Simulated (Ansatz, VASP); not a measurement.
**One calculation of AgI, two programs**

Contents of INCAR:

```
PREC = Accurate
ENCUT = 400
EDIFF = 1E-8
ISMEAR = -1
SIGMA = 0.02
LREAL = False
LASPH = True
NELM = 120
ALGO = Normal
ISIF = 2
LWAVE = False
LCHARG = False
LEFG = True
NBANDS = 16
GGA_COMPAT = False
```

The input KPOINTS:

```
Automatic mesh
0
Gamma
  8 8 8
```

File POSCAR:

```
AgI
1.0
    0.0000000000      3.1740116422      3.1740116422
    3.1740116422      0.0000000000      3.1740116422
    3.1740116422      3.1740116422      0.0000000000
Ag I
1 1
Direct
    0.0000000000      0.0000000000      0.0000000000
    0.2500000000      0.2500000000      0.2500000000
```

Input for Ansatz:

```yaml
crystal:
  lattice:
    - [0.0, 3.1740116422, 3.1740116422]
    - [3.1740116422, 0.0, 3.1740116422]
    - [3.1740116422, 3.1740116422, 0.0]
  atoms:
    - { symbol: Ag, position: [0.0, 0.0, 0.0] }
    - { symbol: I, position: [0.25, 0.25, 0.25] }
kpoints:
  mp_grid: { grid: [8, 8, 8] }
scf:
  occupations: { method: fermi_dirac, width: 0.02 }
hamiltonian:
  xc: lda
  pseudopotentials: { kind: paw }
output:
  forces: true
  stress: true
  eigenvalues: true
  efg: { contact_densities: true }
  populations: true
  write_density: true
  write_potential: true
  elf: true
  volumetric_format: npy
```

Alike in both runs: task electric field gradients; functional LDA; k mesh 8 × 8 × 8; occupations fermi-dirac, width 0.02 eV; no spin polarisation.

|  | VASP | Ansatz |
| --- | --- | --- |
| version | VASP 6.6.1 | Ansatz 0.2.0 |
| potentials or method | VASP PAW LDA potentials, release 64 (Ag, I) | PAW with Ansatz's default frozen-core files, scalar-relativistic |
| plane-wave cutoff (eV) | 400 | 420 |
| valence electrons in the cell | 18 | 36 |

VASP gave:

| Item | Value |
| --- | --- |
| gap on the k mesh at the Fermi level (eV) | 1.09 |
| pressure (GPa) | -0.1 |

Which values does Ansatz return?

gap on the k mesh at the Fermi level (eV): 1.06; pressure (GPa): 0.0.

LDA's correlation is that of Perdew and Zunger in VASP and of Perdew and Wang (1992) in Ansatz. VASP's potentials hold 18 valence electrons a cell and Ansatz's 36, so a difference there can come from the potentials and not from the codes.

Spin-orbit coupling is off throughout.
